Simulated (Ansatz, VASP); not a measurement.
# C: VASP beside Ansatz

INCAR

```
ALGO = Normal
EDIFF = 1E-6
ENCUT = 520
GGA = PE
ISIF = 2
ISMEAR = 0
LASPH = T
LCHARG = T
LELF = T
LREAL = F
LVHAR = T
LWAVE = F
NBANDS = 16
NELM = 80
PREC = Accurate
SIGMA = 0.15
```

KPOINTS

```
k-points
0
Gamma
  18 18 6
```

Contents of POSCAR:

```
C
1.0
    1.2332770792     -2.1360444277      0.0000000000
    1.2332770792      2.1360444277      0.0000000000
    0.0000000000      0.0000000000      8.7070252276
C
4
Direct
    0.1433037168      0.8566962832      0.7895380677
    0.5233623913      0.4766376087      0.2104616132
    0.8566962832      0.1433037168      0.2104619323
    0.4766376087      0.5233623913      0.7895383868
```

Input for Ansatz:

```yaml
crystal:
  lattice:
    - [1.2332770792, -2.1360444277, 0.0]
    - [1.2332770792, 2.1360444277, 0.0]
    - [0.0, 0.0, 8.7070252276]
  atoms:
    - { symbol: C, position: [0.1433037168, 0.8566962832, 0.7895380677] }
    - { symbol: C, position: [0.5233623913, 0.4766376087, 0.2104616132] }
    - { symbol: C, position: [0.8566962832, 0.1433037168, 0.2104619323] }
    - { symbol: C, position: [0.4766376087, 0.5233623913, 0.7895383868] }
basis:
  ecutwfc: 520.0
kpoints:
  mp_grid: { grid: [18, 18, 6] }
hamiltonian:
  xc: pbe
  pseudopotentials: { kind: paw, azcp: { folder: soft_1 } }
scf:
  occupations: { method: gaussian, width: 0.15 }
output:
  forces: true
  stress: true
  eigenvalues: true
```

Change from the starting cell: mode 1 frozen in at -0.256 Å and mode 6 at +0.342 Å (largest displacements).

Alike in both runs: task single point; functional PBE; k mesh 18 × 18 × 6; occupations gaussian, width 0.15 eV; no spin polarisation.

```csv
,VASP,Ansatz
version,VASP 6.6.1,Ansatz 0.2.0
potentials or method,"VASP PAW PBE potentials, release 64 (C), cutoff 520 eV","scalar-relativistic, plane waves, PAW"
valence electrons in the cell,16,16
```

Ansatz gave:

```
gap on the k mesh at the Fermi level (eV)                     : 0.05
least direct gap on the mesh (eV)                             : 0.05
pressure (GPa)                                                : 0.1
traceless stress, the component that is largest in VASP (GPa) : 0.33
rms of the force components (eV/Å)                            : 0.011
```

Task: Estimate VASP's values.

Result: gap on the k mesh at the Fermi level (eV): 0.05; least direct gap on the mesh (eV): 0.05; pressure (GPa): 0.4; traceless stress, the component that is largest in VASP (GPa): -0.09; rms of the force components (eV/Å): 0.011.

Atom by atom the forces differ by 0.000 eV/Å (rms over components).
